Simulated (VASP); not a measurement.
# Ga2Sb2CO: single point with PBE+D3(BJ)

Ga2Sb2CO, a slab with vacuum:

```
Sb Ga O C
1.0
     4.33438    0.00000    0.00000
    -2.16719    3.75368    0.00000
     0.00000    0.00000   23.31974
Sb Ga O C
2 2 1 1
Direct
  0.00000 0.00000 0.17153
  0.33333 0.66667 0.33016
  0.33333 0.66667 0.20947
  0.66667 0.33333 0.36320
  0.11111 0.22222 0.49614
  0.11111 0.22222 0.54545
```

```
Program             : VASP 6.6.1
Task                : single point
Functional          : PBE
Dispersion          : D3(BJ)
Potentials or basis : VASP PAW PBE potentials, release 64 (Sb, Ga_d, O, C)
Cutoff              : 520 eV
k mesh              : 6 × 6 × 1
Occupations         : gaussian, width 0.1 eV
Spin                : no spin polarisation
```

| Item | Value |
| --- | --- |
| Largest force | 0.663 eV/Å |
| Band gap on the k mesh | 0.03 eV (least direct gap 0.15 eV) |
| Dispersion energy per atom | -0.167 eV |

Forces in eV/Å, atoms in the order of the input:
```
Sb   0.000  0.004  0.155
Sb   0.000  0.006 -0.029
Ga   0.000  0.000 -0.129
Ga   0.000  0.007  0.009
O    0.000 -0.022  0.657
C    0.000  0.005 -0.663
```

Levels at points of the mesh, in eV from the valence-band top:
```tsv
k point	band 19	band 20	band 21	band 22	band 23	band 24	band 25	band 26	band 27	band 28
(0.00, 0.00, 0.00)	-2.09	-1.12	-1.12	0.00	0.00	0.15	0.88	1.47	1.48	1.79
(0.50, 0.00, 0.00)	-5.67	-2.51	-2.45	-1.30	-1.19	0.36	0.74	1.19	1.35	1.69
(0.00, 0.50, 0.00)	-5.66	-2.52	-2.46	-1.30	-1.18	0.43	0.70	1.21	1.34	1.67
```

It took 2.6 min on 1 thread of AMD EPYC 9R45 96-Core Processor (Zen 5), with other jobs on the host, peak memory 0.51 GiB.

Caveat: spin-orbit coupling is left out, which moves the levels of the heavy elements.
